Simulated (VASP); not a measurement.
The system is TiRh.

```
Ti Rh
1.0
     3.11520    0.00000    0.00000
     0.00000    3.11520    0.00000
     0.00000    0.00000    3.11520
Ti Rh
1 1
Direct
  0.50000 0.50000 0.50000
  0.00000 0.00000 0.00000
```

Base run:

- Program: VASP 6.6.1
- Functional: r2SCAN
- Potentials or basis: VASP PAW PBE potentials, release 64 (Ti_sv, Rh_pv)
- Cutoff: 550 eV
- k mesh: 6 × 6 × 6
- Occupations: methfessel-paxton, width 0.1 eV
- Spin: no spin polarisation

Its results: pressure -3.3 GPa.

Task: The run is repeated on the same cell with these changes: k mesh from 6 × 6 × 6 to 7 × 7 × 7. What comes out?

Result: Pressure -4.2 GPa.

Caveats: the PAW data sets were made with another functional, which shifts forces and pressure a little.
